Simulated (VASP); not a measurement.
# KF (Pm-3m) in VASP: a series of runs, part 2 of 2

VASP 6.6.1. Earlier steps stand in the parts before.

## 3. Single point, PBE-based screened hybrid with 30 % exact exchange

File POSCAR:

```
KF
1.0
    3.1788706815      0.0000000000      0.0000000000
    0.0000000000      3.1788706815      0.0000000000
    0.0000000000      0.0000000000      3.1788706815
K F
1 1
Direct
    0.0000000000      0.0000000000      0.0000000000
    0.5000000000      0.5000000000      0.5000000000
```

File INCAR.step1:

```
  PREC = Accurate
  ENCUT = 520
  EDIFF = 1E-5
  ISMEAR = 0
  SIGMA = 0.01
  LREAL = False
  LASPH = True
  NELM = 100
  ALGO = Normal
  ISIF = 2
  LWAVE = True
  LCHARG = False
  GGA = PE
  NBANDS = 15
```

File INCAR.step2:

```
  PREC = Accurate
  ENCUT = 520
  EDIFF = 1E-6
  ISMEAR = 0
  SIGMA = 0.01
  LREAL = False
  LASPH = True
  NELM = 100
  ALGO = Normal
  ISIF = 2
  LWAVE = False
  LCHARG = False
  GGA = PE
  LHFCALC = True
  AEXX = 0.3
  HFSCREEN = 0.3
  PRECFOCK = Normal
  ISTART = 1
  NBANDS = 15
```

File KPOINTS:

```
regular mesh
0
Gamma
  4 4 4
```

Potentials or basis: VASP PAW PBE potentials, release 64 (K_sv, F).

Run with:

```console
> cat potpaw_PBE.64/K_sv/POTCAR potpaw_PBE.64/F/POTCAR > POTCAR
> cp INCAR.step1 INCAR
> mpirun -np 1 vasp_std > vasp.out
> cp INCAR.step2 INCAR
> mpirun -np 1 vasp_std > vasp.out
```

OUTCAR:

```text
PREC = Accurate
   ENCUT = 520
   EDIFF = 1E-6
   ISMEAR = 0
   LREAL = False
   LASPH = True
   NELM = 100
   ISIF = 2
   GGA = PE
   LHFCALC = True
   AEXX = 0.3
   HFSCREEN = 0.3
   PRECFOCK = Normal
   ISTART = 1

 ion  position               nearest neighbor table
   1  0.000  0.000  0.000-   2 2.75   2 2.75   2 2.75   2 2.75   2 2.75   2 2.75   2 2.75   2 2.75

   2  0.500  0.500  0.500-   1 2.75   1 2.75   1 2.75   1 2.75   1 2.75   1 2.75   1 2.75   1 2.75

  LATTYP: Found a simple cubic cell.
 ALAT       =     3.1788706815

  Lattice vectors:

 A1 = (   3.1788706815,   0.0000000000,   0.0000000000)
 A2 = (   0.0000000000,   3.1788706815,   0.0000000000)
 A3 = (   0.0000000000,   0.0000000000,   3.1788706815)

Analysis of symmetry for initial positions (statically):
=====================================================================
 Subroutine PRICEL returns:
 Original cell was already a primitive cell.

 Routine SETGRP: Setting up the symmetry group for a
 simple cubic supercell.

 Subroutine GETGRP returns: Found 48 space group operations
 (whereof 48 operations were pure point group operations)
 out of a pool of 48 trial point group operations.

The static configuration has the point symmetry O_h .

Analysis of symmetry for dynamics (positions and initial velocities):
=====================================================================
 Subroutine PRICEL returns:
 Original cell was already a primitive cell.

 Routine SETGRP: Setting up the symmetry group for a
 simple cubic supercell.

 Subroutine GETGRP returns: Found 48 space group operations
 (whereof 48 operations were pure point group operations)
 out of a pool of 48 trial point group operations.

The dynamic configuration has the point symmetry O_h .

 Subroutine INISYM returns: Found 48 space group operations
 (whereof 48 operations are pure point group operations),
 and found     1 'primitive' translations

----------------------------------------------------------------------------------------

                                     Primitive cell

  volume of cell :      32.1232

  direct lattice vectors                    reciprocal lattice vectors
     3.178870681  0.000000000  0.000000000     0.314577125  0.000000000  0.000000000
     0.000000000  3.178870681  0.000000000     0.000000000  0.314577125  0.000000000
     0.000000000  0.000000000  3.178870681     0.000000000  0.000000000  0.314577125

  length of vectors
     3.178870681  3.178870681  3.178870681     0.314577125  0.314577125  0.314577125

  position of ions in fractional coordinates (direct lattice)
     0.000000000  0.000000000  0.000000000
     0.500000000  0.500000000  0.500000000

  ion indices of the primitive-cell ions
   primitive index   ion index
                 1           1
                 2           2

----------------------------------------------------------------------------------------

 KPOINTS: regular mesh

Automatic generation of k-mesh.
[... 36 lines left out ...]
   dimension x,y,z NGX =    24 NGY =   24 NGZ =   24
   dimension x,y,z NGXF=    48 NGYF=   48 NGZF=   48
   ions per type =               1   1
   NGX,Y,Z   is equivalent  to a cutoff of  12.55, 12.55, 12.55 a.u.
   NGXF,Y,Z  is equivalent  to a cutoff of  25.10, 25.10, 25.10 a.u.
 SYSTEM =  unknown system
   PREC   = accura    normal or accurate (medium, high low for compatibility)
   ISTART =      1    job   : 0-new  1-cont  2-samecut
   ICHARG =      0    charge: 1-file 2-atom 10-const
   ISPIN  =      1    spin polarized calculation?
   LNONCOLLINEAR =      F non collinear calculations
   LSORBIT =      F    spin-orbit coupling
   LASPH  =      T    aspherical Exc in radial PAW
   ENCUT  =  520.0 eV  38.22 Ry    6.18 a.u.   5.91  5.91  5.91*2*pi/ulx,y,z
   NELM   =    100;   NELMIN=  2; NELMDL=  0     # of ELM steps
   EDIFF  = 0.1E-05   stopping-criterion for ELM
   LREAL  =      F    real-space projection
   EDIFFG = 0.1E-04   stopping-criterion for IOM
   NSW    =      0    number of steps for IOM
   IBRION =     -1    ionic relax: 0-MD 1-quasi-New 2-CG
   NFREE  =      0    steps in history (QN), initial steepest desc. (CG)
   ISIF   =      2    stress and relaxation
   ISYM   =      3    0-nonsym 1-usesym 2-fastsym
   POTIM  = 0.5000    time-step for ionic-motion
   TEBEG  =    0.0;   TEEND  =   0.0 temperature during run
   PSTRESS=    0.0 pullay stress
   NELECT =      16.0000    total number of electrons
   NUPDOWN=      -1.0000    fix difference up-down
   EMIN   =  10.00;   EMAX   =-10.00  energy-range for DOS
   EFERMI =   0.00;   METHOD = LEGACY
   ISMEAR =     0;   SIGMA  =   0.01  broadening in eV -4-tet -1-fermi 0-gaus
   EFERMI_NEDOS =   21; number of points for ismear=-14 and -15
   IALGO  =     38    algorithm
   IMIX   =      1    mixing-type and parameters
     AMIX     =   0.40;   BMIX     =  1.00
     AMIX_MAG =   1.60;   BMIX_MAG =  1.00
  volume/ion in A,a.u.               =      16.06       108.39
  Fermi-wavevector in a.u.,A,eV,Ry     =   1.297703  2.452303 22.912660  1.684033
  Thomas-Fermi vector in A             =   2.429078
   LORBIT       =      0    0 simple, 1 ext, 2 COOP (PROOUT), +10 PAW based schemes
   GGA     = PE    functional components
   LHFCALC =     T    Hartree Fock is set to
   PRECFOCK=normal    Normal, Fast or Accurate (Low or Medium for compatibility)
   ENCUT4O =  -1.0   cutoff for four orbital integrals eV
   NKREDX  =     1    reduce k-point grid by
   NKREDY  =     1    reduce k-point grid by
   NKREDZ  =     1    reduce k-point grid by
   AEXX    =    0.3000 exact exchange contribution
   HFSCREEN=    0.3000 screening length (either q_TF or 0.3 A-1)
   HFSCREENC=   0.3000 screening length for correlation (either q_TF or 0.3 A-1)
   ENCUTFOCK=  -1.0 apply spherical cutoff to Coloumb kernel
   IVDW    =     0    specifies the selected vdW correction
   LEPSILON=     F    determine dielectric tensor
   LRPA    =     F    only Hartree local field effects (RPA)
 non-spin polarized calculation
 Gauss-broadening in eV      SIGMA  =   0.01
  energy-cutoff  :      520.00
  volume of cell :       32.12
 maximum number of plane-waves:       912
 NGX is ok and might be reduce to    24
  NGX = 18; NGY = 18; NGZ = 18

 number of electron      15.9999985 magnetization

 Free energy of the ion-electron system (eV)
  ---------------------------------------------------
  ext. energy  EPLUGINS =         0.00000000
  ---------------------------------------------------
  free energy    TOTEN  =        -9.89152263 eV

  energy without entropy =       -9.89152263  energy(sigma->0) =       -9.89152263

 E-fermi :  -3.4604     XC(G=0):  -7.5777

 val. band max:       -3.5199541455   @ k =   0.5000   0.5000   0.0000
 cond. band min:       5.4699641753   @ k =   0.0000   0.0000   0.0000
 fundamental gap:      8.9899183208
 Fermi energy:        -3.4604092964

 k-point     1 :       0.0000    0.0000    0.0000
  band No.  band energies     occupation
      1     -32.1638      2.00000
      2     -24.3211      2.00000
      3     -13.4706      2.00000
      4     -13.4706      2.00000
      5     -13.4706      2.00000
      6      -3.5497      2.00000
      7      -3.5497      2.00000
      8      -3.5497      2.00000
      9       5.4700      0.00000
     10       7.2207      0.00000
     11       7.2207      0.00000
     12      13.6554      0.00000
     13      13.6554      0.00000
     14      13.6554      0.00000
[... 149 lines left out ...]
      2     -24.1315      2.00000
      3     -14.1721      2.00000
      4     -14.1721      2.00000
      5     -14.1721      2.00000
      6      -4.6969      2.00000
      7      -4.6969      2.00000
      8      -4.6969      2.00000
      9       9.7982      0.00000
     10       9.7982      0.00000
     11       9.7982      0.00000
     12      14.9379      0.00000
     13      14.9379      0.00000
     14      14.9379      0.00000
     15      15.6836      0.00000

------------------------ aborting loop because EDIFF is reached ----------------------------------------

  FORCE on cell =-STRESS in cart. coord.  units (eV):
  Direction    XX          YY          ZZ          XY          YZ          ZX
  --------------------------------------------------------------------------------------
  -------------------------------------------------------------------------------------
  Total        0.2982115      0.2982115      0.2982115     -0.0000000     -0.0000000     -0.0000000
  in kB       14.8736119     14.8736119     14.8736119     -0.0000000     -0.0000000     -0.0000000
  external PRESSURE =      14.8736119 kB  Pullay stress =       0.0000000 kB

 VOLUME and BASIS-vectors are now :
 -----------------------------------------------------------------------------
  energy-cutoff  :      520.00
  volume of cell :       32.12
      direct lattice vectors                 reciprocal lattice vectors
     3.178870681  0.000000000  0.000000000     0.314577125  0.000000000  0.000000000
     0.000000000  3.178870681  0.000000000     0.000000000  0.314577125  0.000000000
     0.000000000  0.000000000  3.178870681     0.000000000  0.000000000  0.314577125

 POSITION                                       TOTAL-FORCE (eV/Angst)
 -----------------------------------------------------------------------------------
      0.00000      0.00000      0.00000         0.000000      0.000000      0.000000
      1.58944      1.58944      1.58944         0.000000      0.000000      0.000000
 -----------------------------------------------------------------------------------
    total drift:                                0.000000      0.000000      0.000000

  FREE ENERGIE OF THE ION-ELECTRON SYSTEM (eV)
  ---------------------------------------------------
  free  energy   TOTEN  =        -9.8915226340 eV

  energy  without entropy=       -9.8915226340  energy(sigma->0) =       -9.89152263
```

Run time: 5.2 min. Hardware: 1 thread of Intel Xeon 8259CL, shared host; peak memory 0.24 GiB.

Results:

- Free energy: -9.8915 eV
- Pressure: 1.5 GPa
- Band gap on the k mesh: 8.99 eV (least direct gap 9.02 eV)

Caveat: the k points lie up to 0.49 Å⁻¹ apart; the PAW data sets were made with another functional, which shifts forces and pressure a little. A k mesh can miss the band edges.
